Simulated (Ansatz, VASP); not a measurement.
# Two plane-wave programs on Au

Contents of INCAR:

```
SYSTEM = Au
PREC = Accurate
ENCUT = 520
EDIFF = 1E-7
ISMEAR = 0
SIGMA = 0.15
LREAL = .False.
LASPH = .True.
NELM = 80
ALGO = Normal
ISIF = 2
LWAVE = .False.
LCHARG = .False.
GGA = PS
NBANDS = 12
```

The input KPOINTS:

```
regular mesh
0
Gamma
  20 20 20
  0 0 0
```

POSCAR

```
Au
1.0
    0.0000000000      2.2091400000      1.8818600000
    2.2091400000      0.0000000000      1.8818600000
    2.2091400000      2.2091400000      0.0000000000
Au
1
Direct
    0.0000000000      0.0000000000      0.0000000000
```

Input for Ansatz:

```yaml
crystal:
  lattice:
    - [0.0, 2.20914, 1.88186]
    - [2.20914, 0.0, 1.88186]
    - [2.20914, 2.20914, 0.0]
  atoms:
    - { symbol: Au, position: [0.0, 0.0, 0.0] }
basis:
  ecutwfc: 420
kpoints:
  mp_grid: { grid: [20, 20, 20] }
hamiltonian:
  xc: pbesol
scf:
  occupations: { method: gaussian, width: 0.15 }
output:
  forces: true
  stress: true
  eigenvalues: true
```

Change from the starting cell: strain +0.080 along x and y, -0.080 along z, atoms carried along.

Alike in both runs: task single point; functional PBEsol; k mesh 20 × 20 × 20; occupations gaussian, width 0.15 eV; no spin polarisation.

|  | VASP | Ansatz |
| --- | --- | --- |
| version | VASP 6.6.1 | Ansatz 0.2.0 |
| potentials or method | VASP PAW PBE potentials, release 64 (Au), cutoff 520 eV | scalar-relativistic, plane waves, PAW |
| valence electrons in the cell | 11 | 19 |

Ansatz gave:

```
gap on the k mesh at the Fermi level (eV)                     : none
pressure (GPa)                                                : -10.4
traceless stress, the component that is largest in VASP (GPa) : 0.56
```

Task: Estimate VASP's values.

Result: gap on the k mesh at the Fermi level (eV): none; pressure (GPa): -10.6; traceless stress, the component that is largest in VASP (GPa): 0.58.

VASP's potentials were made for PBE, not for PBEsol. A gap of «none» marks a metal or a gap that the smearing closes. The functional is the same, so the differences come from potentials, cutoffs and numerics. VASP's potentials hold 11 valence electrons a cell and Ansatz's 19, so a difference there can come from the potentials and not from the codes.

Spin-orbit coupling is off throughout.
